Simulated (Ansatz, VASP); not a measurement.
# Cu: VASP beside Ansatz

```
Cu
1.0
     0.00000    1.82893    1.97579
     1.82893    0.00000    1.97579
     1.82893    1.82893    0.00000
Cu
1
Direct
  0.00000 0.00000 0.00000
```

Alike in both runs: task single point; functional PBE; k mesh 24 × 24 × 24; occupations gaussian, width 0.15 eV; no spin polarisation.

|  | VASP | Ansatz |
| --- | --- | --- |
| version | VASP 6.6.1 | Ansatz 0.2.0 |
| potentials or method | VASP PAW PBE potentials, release 64 (Cu), cutoff 520 eV | scalar-relativistic, plane waves, PAW |
| valence electrons in the cell | 11 | 19 |

```tsv
	VASP	Ansatz	Ansatz less VASP
gap on the k mesh at the Fermi level (eV)	none	none	-
pressure (GPa)	-10.3	-10.9	-0.61
traceless stress, the component that is largest in VASP (GPa)	-2.84	-2.84	-0.004
```

A gap of «none» marks a metal or a gap that the smearing closes. VASP's potentials hold 11 valence electrons a cell and Ansatz's 19, so a difference there can come from the potentials and not from the codes.
